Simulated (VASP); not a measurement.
Here is a VASP 6.6.1 calculation.

INCAR

```
ALGO = Normal
EDIFF = 1E-7
ENCUT = 520
GGA = CA
ISIF = 2
ISMEAR = -1
ISPIN = 2
LASPH = True
LCHARG = False
LMAXMIX = 4
LORBIT = 11
LREAL = False
LWAVE = False
MAGMOM = 2.8 0
NBANDS = 20
NELM = 150
PREC = Accurate
SIGMA = 0.15
```

File KPOINTS:

```
k-points
0
Gamma
  10 10 10
```

Contents of POSCAR:

```
MnS
1.0
    0.0000000000      2.8000000000      2.8000000000
    2.8000000000      0.0000000000      2.8000000000
    2.8000000000      2.8000000000      0.0000000000
Mn S
1 1
Direct
    0.0000000000      0.0000000000      0.0000000000
    0.2500000000      0.2500000000      0.2500000000
```

Potentials or basis: VASP PAW LDA potentials, release 64 (Mn_pv, S).

The run is started by

```bash
$ cat potpaw_LDA.64/Mn_pv/POTCAR potpaw_LDA.64/S/POTCAR > POTCAR
$ mpirun -np 1 vasp_std > vasp.out
```

(1) Estimate the pressure.

(2) Predict the net moment.

(3) Predict the site moments.

## Answers

(1) -7.3 GPa.

(2) 4.57 μB per cell.

(3) Mn +4.06; S +0.06 μB.

Caveat: the cell stands under tension; a cell with one magnetic atom can't hold antiferromagnetic order, which such compounds often take.
